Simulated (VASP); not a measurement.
Set up this calculation in VASP 6.6.1, as the native input.

- Task: single point
- Functional: PBEsol
- Potentials or basis: VASP PAW PBE potentials, release 64 (Tc_pv, Mo_sv)
- Cutoff: 520 eV
- k mesh: 4 × 4 × 2
- Occupations: fermi-dirac, width 0.15 eV
- Spin: no spin polarisation
- Dipole correction: no
- Further INCAR settings: ALGO = Normal; EDIFF = 1e-06; NBANDS = 20

The structure of TcMo lies in POSCAR:

```
TcMo
1.0
    1.5985300000     -2.2068100000      0.0490400000
    1.6411100000      2.2362500000     -0.0202800000
    0.0410500000     -0.0684200000      4.2408100000
Tc Mo
1 1
Direct
    0.5066100000      0.5040900000      0.4911500000
    0.0035700000      0.9977800000      0.9913500000
```

The input as run:

INCAR

```
SYSTEM = TcMo
PREC = Accurate
ENCUT = 520
EDIFF = 1E-6
ISMEAR = -1
SIGMA = 0.15
LREAL = .FALSE.
LASPH = .TRUE.
NELM = 60
ALGO = Normal
ISIF = 2
LWAVE = .FALSE.
LCHARG = .TRUE.
GGA = PS
LELF = .TRUE.
LVHAR = .TRUE.
NBANDS = 20
```

KPOINTS

```
Automatic mesh
0
G
  4 4 2
  0 0 0
```

Potentials or basis: VASP PAW PBE potentials, release 64 (Tc_pv, Mo_sv).

Run with:

```sh
$ cat potpaw_PBE.64/Tc_pv/POTCAR potpaw_PBE.64/Mo_sv/POTCAR > POTCAR
$ mpirun -np 1 vasp_std > vasp.out
```

Results of the run:

```
Pressure      : -10.0 GPa
Largest force : 0.103 eV/Å
```

Caveat: the k points lie up to 0.74 Å⁻¹ apart; the PAW data sets were made with another functional, which shifts forces and pressure a little.

Wall time 9.7 s on 1 thread of Intel(R) Xeon(R) Platinum 8259CL CPU @ 2.50GHz (Skylake/Cascade Lake) (shared host), peak memory 0.14 GiB.
